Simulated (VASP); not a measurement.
## Al6H: single point with PBE

Al6H, a slab with vacuum:

```xyz
14
Lattice="5.7135 0.0000 0.0000 0.0000 5.7135 0.0000 0.0000 0.0000 22.1747" Properties=species:S:1:pos:R:3 pbc="T T T"
Al    1.4284    1.4284    4.0000
Al    1.4284    4.2851    4.0000
Al    4.2851    1.4284    4.0000
Al    4.2851    4.2851    4.0000
Al    0.0000    0.0000    6.0848
Al    0.0000    2.8568    6.0848
Al    2.8568    0.0000    6.0848
Al    2.8568    2.8568    6.0848
Al    1.4284    1.4284    8.1747
Al    1.4284    4.2851    8.1747
Al    4.2851    1.4284    8.1747
Al    4.2851    4.2851    8.1747
H     1.4284    5.1230   10.2247
H     1.4284    6.3040   10.2247
```

```json
{
 "Program": "VASP 6.6.1",
 "Task": "single point",
 "Functional": "PBE",
 "Potentials or basis": "VASP PAW PBE potentials, release 64 (Al, H)",
 "Cutoff": "520 eV",
 "k mesh": "5 × 5 × 1",
 "Occupations": "gaussian, width 0.1 eV",
 "Spin": "no spin polarisation",
 "Dipole correction": "yes",
 "Further INCAR settings": "ALGO = Normal; EDIFF = 1e-06; NBANDS = 32"
}
```

The largest force is 2.566 eV/Å. The band gap on the k mesh is zero (bands 19 and 20 overlap by 0.73 eV).

Forces on the atoms (eV/Å):
```
Al   0.000 -0.012  0.081
Al   0.000  0.012  0.081
Al   0.000  0.023 -0.040
Al   0.000 -0.023 -0.040
Al  -0.097  0.000  0.071
Al   0.014  0.000  0.021
Al   0.097  0.000  0.071
Al  -0.014  0.000  0.021
Al   0.000  0.303  0.140
Al   0.000 -0.303  0.140
Al   0.000 -0.007 -0.026
Al   0.000  0.007 -0.026
H    0.000  2.554 -0.247
H    0.000 -2.554 -0.247
```

Levels at points of the mesh, in eV from the Fermi level:
```
           k point  band 17  band 18  band 19  band 20  band 21  band 22
(0.00, 0.00, 0.00)    -0.80    -0.65    -0.45    -0.14    -0.08    -0.07
```

Wall time 3.8 min on 1 thread of AMD EPYC 9R45 96-Core Processor (Zen 5), with other jobs on the host, peak memory 0.64 GiB.
